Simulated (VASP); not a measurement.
## B2O: single point with PBE

Crystal: B2O.

```
CELL_PARAMETERS angstrom
2.87900 0.00000 0.00000
-1.43950 2.49329 0.00000
0.00000 0.00000 7.05200
ATOMIC_POSITIONS crystal
O 0.34821 0.67575 0.68902
O 0.67880 0.34934 0.30805
B 0.31614 0.66182 0.97501
B 0.66887 0.32426 0.02774
B 0.98296 0.99048 0.61412
B 0.00215 0.01014 0.38106
```

```json
{
  "Program": "VASP 6.6.1",
  "Task": "single point",
  "Functional": "PBE",
  "Potentials or basis": "VASP PAW PBE potentials, release 64 (O, B)",
  "Cutoff": "520 eV",
  "k mesh": "8 × 8 × 3",
  "Occupations": "gaussian, width 0.05 eV",
  "Spin": "no spin polarisation",
  "Dipole correction": "no",
  "Further INCAR settings": "ALGO = Normal; EDIFF = 1e-06; NBANDS = 21"
}
```

- Pressure: -18.1 GPa
- Largest force: 0.856 eV/Å
- Band gap on the k mesh: zero (band 12 reaches 6.80 eV, above the bottom of band 13 at 5.53 eV)

Forces on the atoms (eV/Å):
```
O   -0.043  0.016  0.239
O   -0.085 -0.138 -0.378
B    0.494  0.229  0.492
B   -0.450 -0.179 -0.520
B    0.038  0.088  0.850
B    0.046 -0.016 -0.683
```

Stress tensor (GPa, compression positive):
```
-30.78   1.95   0.09
  1.95 -26.70   0.80
  0.09   0.80   3.17
```

Levels at points of the mesh, in eV from the Fermi level:
| k point | band 10 | band 11 | band 12 | band 13 | band 14 | band 15 |
| --- | --- | --- | --- | --- | --- | --- |
| (0.00, 0.00, 0.00) | -3.19 | -1.36 | 0.54 | 1.01 | 1.30 | 2.22 |
| (0.50, 0.00, 0.00) | -5.61 | -5.17 | -0.82 | 0.05 | 1.56 | 3.13 |
| (0.00, 0.50, 0.00) | -5.62 | -5.13 | -0.91 | 0.03 | 1.34 | 2.96 |
| (0.50, 0.50, 0.00) | -5.61 | -5.13 | -1.14 | 0.02 | 1.37 | 2.72 |

Wall time 52 s on 1 thread of Intel(R) Xeon(R) Platinum 8559C (Emerald Rapids), with other jobs on the host, peak memory 0.22 GiB.
